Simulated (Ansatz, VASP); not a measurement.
# Zn: VASP beside Ansatz

File INCAR:

```
SYSTEM = Zn
ALGO = Normal ; EDIFF = 1E-6
EDIFFG = -0.005 ; ENCUT = 600
GGA = PS ; IBRION = 2
ISIF = 3 ; ISMEAR = 0
LASPH = .True. ; LCHARG = .False.
LREAL = .False. ; LWAVE = .False.
NELM = 80 ; NSW = 100
PREC = Accurate ; SIGMA = 0.1
```

The input KPOINTS:

```
k-points
0
Gamma
  18 18 18
  0 0 0
```

POSCAR

```
Zn
1.0
    0.0000000000      1.9647760000      1.9647760000
    1.9647760000      0.0000000000      1.9647760000
    1.9647760000      1.9647760000      0.0000000000
Zn
1
Direct
    0.0000000000      0.0000000000      0.0000000000
```

Input for Ansatz:

```yaml
crystal:
  lattice:
    - [0.0, 1.964776, 1.964776]
    - [1.964776, 0.0, 1.964776]
    - [1.964776, 1.964776, 0.0]
  atoms:
    - { symbol: Zn, position: [0.0, 0.0, 0.0] }
basis:
  ecutwfc: 420
kpoints:
  mp_grid: { grid: [18, 18, 18] }
hamiltonian:
  xc: pbesol
scf:
  occupations: { method: gaussian, width: 0.1 }
output:
  forces: true
  stress: true
  eigenvalues: true
  write_density: true
  write_potential: true
  elf: true
  volumetric_format: npy
relax:
  adjacent_minimum: "off"
  f_tol: 0.005
  max_steps: 80
  cell: { stress_tol: 0.05 }
```

Alike in both runs: task relaxation of cell and atoms; functional PBEsol; k mesh 18 × 18 × 18; occupations gaussian, width 0.1 eV; no spin polarisation.

|  | VASP | Ansatz |
| --- | --- | --- |
| version | VASP 6.6.1 | Ansatz 0.2.0 |
| potentials or method | VASP PAW PBE potentials, release 64 (Zn), cutoff 600 eV | scalar-relativistic, plane waves, PAW |
| valence electrons in the cell | 12 | 12 |

VASP gave:

- gap on the k mesh at the Fermi level, each at its own relaxed structure (eV): none
- relaxed volume (Å³/atom): 14.20
- relaxed cell length with the largest relative difference (Å): 2.718

Problem. What did Ansatz give for the same quantities?

Solution. gap on the k mesh at the Fermi level, each at its own relaxed structure (eV): none; relaxed volume (Å³/atom): 14.14; relaxed cell length with the largest relative difference (Å): 2.714.

VASP's potentials were made for PBE, not for PBEsol. A gap of «none» marks a metal or a gap that the smearing closes.
